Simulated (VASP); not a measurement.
# MoPt (Pmma) in VASP: notebook, part 2 of 2

VASP 6.6.1. Earlier steps stand in the parts before.

## 3. Single point, LDA

Input file INCAR:

```
SYSTEM = MoPt
PREC     = Accurate       ! precision mode
ENCUT    = 520            ! plane-wave cutoff, eV
EDIFF    = 1E-6           ! SCF threshold, eV
ISMEAR   = -1             ! smearing method
SIGMA    = 0.1            ! smearing width, eV
LREAL    = .FALSE.        ! projectors in reciprocal space
LASPH    = .TRUE.         ! aspherical terms in the spheres
NELM     = 100            ! most SCF steps
ALGO     = Normal         ! electronic algorithm
ISIF     = 2              ! what is computed and relaxed
LWAVE    = .FALSE.        ! write WAVECAR
LCHARG   = .FALSE.        ! write CHGCAR
NBANDS   = 32             ! bands
```

Input file KPOINTS:

```
Automatic mesh
0
G
  10 16 8
  0 0 0
```

Input file POSCAR:

```
MoPt
1.0
    4.4298987337      0.0000000000      0.0000000000
    0.0000000000      2.7025444727      0.0000000000
    0.0000000000      0.0000000000      4.8856899905
Mo Pt
2 2
Direct
    0.2500000000      0.0000000000      0.1637026176
    0.7500000000      0.0000000000      0.8362973824
    0.2500000000      0.5000000000      0.6643245682
    0.7500000000      0.5000000000      0.3356754318
```

Potentials or basis: VASP PAW LDA potentials, release 64 (Mo_sv, Pt).

Launch:

```bash
$ cat potpaw_LDA.64/Mo_sv/POTCAR potpaw_LDA.64/Pt/POTCAR > POTCAR
$ mpirun -np 1 vasp_std > vasp.out
```

OUTCAR:

```text
SYSTEM = MoPt
   PREC = Accurate
   ENCUT = 520
   EDIFF = 1E-6
   ISMEAR = -1
   LREAL = .FALSE.
   LASPH = .TRUE.
   NELM = 100
   ISIF = 2

 ion  position               nearest neighbor table
   1  0.250  0.000  0.164-   4 2.73   4 2.73   4 2.73   4 2.73   2 2.73   2 2.73   3 2.79   3 2.79
                             3 2.79   3 2.79
   2  0.750  0.000  0.836-   3 2.73   3 2.73   3 2.73   3 2.73   1 2.73   1 2.73   4 2.79   4 2.79
                             4 2.79   4 2.79
   3  0.250  0.500  0.664-   2 2.73   2 2.73   2 2.73   2 2.73   4 2.74   4 2.74   1 2.79   1 2.79
                             1 2.79   1 2.79
   4  0.750  0.500  0.336-   1 2.73   1 2.73   1 2.73   1 2.73   3 2.74   3 2.74   2 2.79   2 2.79
                             2 2.79   2 2.79

  LATTYP: Found a simple orthorhombic cell.
 ALAT       =     2.7025444727
 B/A-ratio  =     1.6391584962
 C/A-ratio  =     1.8078111350

  Lattice vectors:

 A1 = (   0.0000000000,  -2.7025444727,   0.0000000000)
 A2 = (   4.4298987337,   0.0000000000,   0.0000000000)
 A3 = (   0.0000000000,   0.0000000000,   4.8856899905)

Analysis of symmetry for initial positions (statically):
=====================================================================
 Subroutine PRICEL returns:
 Original cell was already a primitive cell.

 Routine SETGRP: Setting up the symmetry group for a
 simple orthorhombic supercell.

 Subroutine GETGRP returns: Found  8 space group operations
 (whereof  4 operations were pure point group operations)
 out of a pool of  8 trial point group operations.

The static configuration has the point symmetry C_2h.
 The point group associated with its full space group is D_2h.

Analysis of symmetry for dynamics (positions and initial velocities):
=====================================================================
 Subroutine PRICEL returns:
 Original cell was already a primitive cell.

 Routine SETGRP: Setting up the symmetry group for a
 simple orthorhombic supercell.

[... 123 lines left out ...]
   EFERMI =   0.00;   METHOD = LEGACY
   ISMEAR =    -1;   SIGMA  =   0.10  broadening in eV -4-tet -1-fermi 0-gaus
   EFERMI_NEDOS =   21; number of points for ismear=-14 and -15
   IALGO  =     38    algorithm
   IMIX   =      4    mixing-type and parameters
     AMIX     =   0.40;   BMIX     =  1.00
     AMIX_MAG =   1.60;   BMIX_MAG =  1.00
  volume/ion in A,a.u.               =      14.62        98.68
  Fermi-wavevector in a.u.,A,eV,Ry     =   1.532702  2.896387 31.962472  2.349175
  Thomas-Fermi vector in A             =   2.639871
   LORBIT       =      0    0 simple, 1 ext, 2 COOP (PROOUT), +10 PAW based schemes
   GGA     = CA    functional components
   LHFCALC =     F    Hartree Fock is set to
   AEXX    =    0.0000 exact exchange contribution
   IVDW    =     0    specifies the selected vdW correction
   LEPSILON=     F    determine dielectric tensor
   LRPA    =     F    only Hartree local field effects (RPA)
 non-spin polarized calculation
  energy-cutoff  :      520.00
  volume of cell :       58.49
 maximum number of plane-waves:      1612
 NGX is ok and might be reduce to    36
   NGX = 17   NGY = 11   NGZ = 19

 number of electron      47.9999994 magnetization

 Free energy of the ion-electron system (eV)
  ---------------------------------------------------
  ext. energy  EPLUGINS =         0.00000000
  ---------------------------------------------------
  free energy    TOTEN  =       -40.78509096 eV

  energy without entropy =      -40.69448548  energy(sigma->0) =      -40.73978822

 E-fermi :  12.9665     XC(G=0): -13.9306

 val. band max:       12.9646597088   @ k =   0.4000   0.1250   0.2500
 cond. band min:      12.9668777447   @ k =   0.2000   0.4375   0.1250
 fundamental gap:      0.0022180359
 Fermi energy:        12.9664911304

 k-point     1 :       0.0000    0.0000    0.0000
  band No.  band energies     occupation
      1     -47.9293      2.00000
      2     -47.8122      2.00000
      3     -22.4513      2.00000
      4     -22.3333      2.00000
      5     -22.0644      2.00000
      6     -21.8488      2.00000
[... 829 lines left out ...]
     31      18.5537      0.00000
     32      18.5537      0.00000

 [... further k-points ...]
[... 5 lines left out ...]
  --------------------------------------------------------------------------------------
  -------------------------------------------------------------------------------------
  Total        0.4428152      0.5650441      0.3710260      0.0000000      0.0000000     -0.0000000
  in kB       12.1294354     15.4774835     10.1630102      0.0000000      0.0000000     -0.0000000
  external PRESSURE =      12.5899764 kB  Pullay stress =       0.0000000 kB

 VOLUME and BASIS-vectors are now :
 -----------------------------------------------------------------------------
  energy-cutoff  :      520.00
  volume of cell :       58.49
      direct lattice vectors                 reciprocal lattice vectors
     4.429898734  0.000000000  0.000000000     0.225738795  0.000000000  0.000000000
     0.000000000  2.702544473  0.000000000     0.000000000  0.370021663  0.000000000
     0.000000000  0.000000000  4.885689991     0.000000000  0.000000000  0.204679380

 POSITION                                       TOTAL-FORCE (eV/Angst)
 -----------------------------------------------------------------------------------
      1.10747      0.00000      0.79980        -0.000000      0.000000     -0.003265
      3.32242      0.00000      4.08589         0.000000      0.000000      0.003265
      1.10747      1.35127      3.24568         0.000000     -0.000000      0.005787
      3.32242      1.35127      1.64001         0.000000      0.000000     -0.005787
 -----------------------------------------------------------------------------------
    total drift:                                0.000000     -0.000000     -0.000000

  FREE ENERGIE OF THE ION-ELECTRON SYSTEM (eV)
  ---------------------------------------------------
  free  energy   TOTEN  =       -40.7850909611 eV

  energy  without entropy=      -40.6944854832  energy(sigma->0) =      -40.73978822
```

OSZICAR:

```text
N       E                     dE             d eps       ncg     rms          rms(c)
DAV:   1     0.477901650765E+03    0.47790E+03   -0.27562E+04 17296   0.154E+03
DAV:   2    -0.301328522541E+02   -0.50803E+03   -0.48594E+03 19832   0.452E+02
DAV:   3    -0.436613466639E+02   -0.13528E+02   -0.13206E+02 19216   0.768E+01
DAV:   4    -0.437703504453E+02   -0.10900E+00   -0.10885E+00 18680   0.665E+00
DAV:   5    -0.437715028349E+02   -0.11524E-02   -0.11523E-02 19424   0.706E-01    0.290E+01
DAV:   6    -0.415259278106E+02    0.22456E+01   -0.78942E+00 18248   0.191E+01    0.134E+01
DAV:   7    -0.414035652052E+02    0.12236E+00   -0.43630E+00 18224   0.168E+01    0.563E+00
DAV:   8    -0.408009710720E+02    0.60259E+00   -0.13193E+00 18064   0.929E+00    0.190E+00
DAV:   9    -0.407859290151E+02    0.15042E-01   -0.42402E-02 18736   0.162E+00    0.559E-01
DAV:  10    -0.407851006965E+02    0.82832E-03   -0.27142E-03 18656   0.421E-01    0.113E-01
DAV:  11    -0.407850967607E+02    0.39358E-05   -0.12470E-04 18624   0.818E-02    0.261E-02
DAV:  12    -0.407850911321E+02    0.56286E-05   -0.33649E-05 18808   0.424E-02    0.101E-02
DAV:  13    -0.407850909611E+02    0.17093E-06   -0.12689E-06  9912   0.886E-03
   1 F= -.40785091E+02 E0= -.40739788E+02  d E =-.906055E-01
```

stdout:

```text
POSCAR found type information on POSCAR MoPt
 POSCAR found :  2 types and       4 ions
 scaLAPACK will be used
 LDA part: xc-table for (Slater(with rela. corr.)+CA(PZ))
 , standard interpolation
 POSCAR, INCAR and KPOINTS ok, starting setup
 FFT: planning ... GRIDC
 FFT: planning ... GRID_SOFT
 FFT: planning ... GRID
 WAVECAR not read
 entering main loop
```

Run time: 2 min. Hardware: 1 thread of Intel Xeon 6975P-C (Granite Rapids), shared host; peak memory 0.48 GiB.

Results:

```
Free energy            : -40.7851 eV
Pressure               : 1.3 GPa
Largest force          : 0.006 eV/Å
Band gap on the k mesh : zero (band 24 reaches 14.02 eV, above the bottom of band 25 at 11.42 eV)
```

Forces on the atoms (eV/Å):
```
Mo   0.000  0.000 -0.003
Mo   0.000  0.000  0.003
Pt   0.000  0.000  0.006
Pt   0.000  0.000 -0.006
```

Caveat: spin-orbit coupling is left out, which moves the levels of the heavy elements.
